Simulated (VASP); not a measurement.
Set up this calculation in VASP 6.6.1, as the native input.

```yaml
Task: relaxation of cell and atoms
Functional: r2SCAN
Potentials_or_basis: VASP PAW PBE potentials, release 64 (Al, N)
Cutoff: 600 eV
k_mesh: 8 × 8 × 4
Occupations: gaussian, width 0.01 eV
Spin: no spin polarisation
Target_pressure: 7 GPa
Dipole_correction: no
Further_INCAR_settings: ALGO = Normal; EDIFF = 1e-06; IBRION = 2; EDIFFG = -0.002; NSW = 100; ISIF = 3
```

AlN:

```
Al N
1.0
     3.10670    0.00000    0.00000
    -1.55335    2.69048    0.00000
     0.00000    0.00000    4.97852
Al N
2 2
Direct
  0.33333 0.66667 0.99920
  0.66667 0.33333 0.49920
  0.33333 0.66667 0.38080
  0.66667 0.33333 0.88080
```

These files were run (other wordings do the same):

POSCAR

```
AlN
1.0
    3.1066956632      0.0000000000      0.0000000000
   -1.5533478316      2.6904773662      0.0000000000
    0.0000000000      0.0000000000      4.9785179513
Al N
2 2
Direct
    0.3333333333      0.6666666667     -0.0008019551
    0.6666666667      0.3333333333      0.4991980449
    0.3333333333      0.6666666667      0.3808019551
    0.6666666667      0.3333333333      0.8808019551
```

INCAR.step1

```
SYSTEM = AlN
PREC = Accurate
ENCUT = 600
ISMEAR = 0
SIGMA = 0.01
LREAL = .False.
LASPH = .True.
NELM = 60
GGA = PE
ALGO = Normal
EDIFF = 1E-4
LWAVE = .True.
LCHARG = .False.
```

INCAR.step2

```
SYSTEM = AlN
PREC = Accurate
ENCUT = 600
EDIFF = 1E-6
ISMEAR = 0
SIGMA = 0.01
LREAL = .False.
LASPH = .True.
NELM = 60
ALGO = Normal
ISIF = 3
LWAVE = .False.
LCHARG = .False.
METAGGA = R2SCAN
LMIXTAU = .True.
IBRION = 2
NSW = 100
EDIFFG = -0.002
PSTRESS = 70.0
ISTART = 1
```

KPOINTS

```
Automatic mesh
0
Gamma
  8 8 4
  0 0 0
```

Potentials or basis: VASP PAW PBE potentials, release 64 (Al, N).

Launch:

```sh
$ cat potpaw_PBE.64/Al/POTCAR potpaw_PBE.64/N/POTCAR > POTCAR
$ cp INCAR.step1 INCAR
$ mpirun -np 1 vasp_std > vasp.out
$ cp INCAR.step2 INCAR
$ mpirun -np 1 vasp_std > vasp.out
```

Results of the run:

```yaml
Relaxed_volume: 10.07 Å³/atom
Relaxed_cell: a = 3.075 Å, b = 3.075 Å, c = 4.917 Å, α = 90.00°, β = 90.00°, γ = 120.00°
Space_group_after_relaxing_to_0.1_Å: P6_3mc (No. 186)
Energy_change_on_relaxing_the_run_minimises_the_enthalpy: +6.9 meV/atom
Ionic_steps: 8
Pressure_after_relaxing: 7.0 GPa
Band_gap_on_the_k_mesh: 5.21 eV
```

Caveat: the cell is relaxed towards a set pressure, so the run minimises the enthalpy, not the energy; the PAW data sets were made with another functional, which shifts forces and pressure a little.

It took 8.6 min on 1 thread of Intel Xeon 8259CL, on a shared host, peak memory 0.19 GiB.
